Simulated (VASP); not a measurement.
Wanted: the native input for a VASP 6.6.1 run.

```yaml
Task: electric field gradients
Functional: PBEsol
Potentials_or_basis: VASP PAW PBE potentials, release 64 (Ga_d)
Cutoff: 520 eV
k_mesh: 9 × 9 × 8
Occupations: fermi-dirac, width 0.05 eV
Spin: no spin polarisation
Dipole_correction: no
Further_INCAR_settings: ALGO = Normal; EDIFF = 1e-08; NBANDS = 34
```

The structure of Ga lies in POSCAR:

```
Ga
1.0
    2.2553500000     -3.8224000000      0.0000000000
    2.2553500000      3.8224000000      0.0000000000
    0.0000000000      0.0000000000      4.5167000000
Ga
4
Direct
    0.1525000000      0.8475000000      0.0785000000
    0.6525000000      0.3475000000      0.4215000000
    0.8475000000      0.1525000000      0.9215000000
    0.3475000000      0.6525000000      0.5785000000
```

These files were run (other wordings do the same):

INCAR

```
SYSTEM = Ga
PREC     = Accurate       ! precision mode
ENCUT    = 520            ! plane-wave cutoff, eV
EDIFF    = 1E-8           ! SCF threshold, eV
ISMEAR   = -1             ! smearing method
SIGMA    = 0.05           ! smearing width, eV
LREAL    = .FALSE.        ! projectors in reciprocal space
LASPH    = .TRUE.         ! aspherical terms in the spheres
NELM     = 60             ! most SCF steps
ALGO     = Normal         ! electronic algorithm
ISIF     = 2              ! what is computed and relaxed
LWAVE    = .FALSE.        ! write WAVECAR
LCHARG   = .FALSE.        ! write CHGCAR
GGA      = PS             ! functional
LEFG     = .TRUE.       
NBANDS   = 34             ! bands
```

KPOINTS

```
Automatic mesh
0
G
  9 9 8
  0 0 0
```

Potentials or basis: VASP PAW PBE potentials, release 64 (Ga_d).

Launch:

```console
$ cat potpaw_PBE.64/Ga_d/POTCAR > POTCAR
$ mpirun -np 1 vasp_std > vasp.out
```

Results of the run:

```json
{
 "Pressure": "-1.1 GPa",
 "Largest force": "0.436 eV/Å",
 "Band gap on the k mesh": "zero (bands 26 and 27 overlap by 1.28 eV)",
 "Largest electric field gradient by atom": "Ga -51.5 V/Å²"
}
```

Caveat: without QUAD_EFG the Cq values of the log hold for a quadrupole moment of 1 mb, not for the nuclei; the PAW data sets were made with another functional, which shifts forces and pressure a little.

It took 2.4 min on 1 thread of Intel(R) Xeon(R) 6975P-C (Granite Rapids) (shared host), peak memory 0.37 GiB.
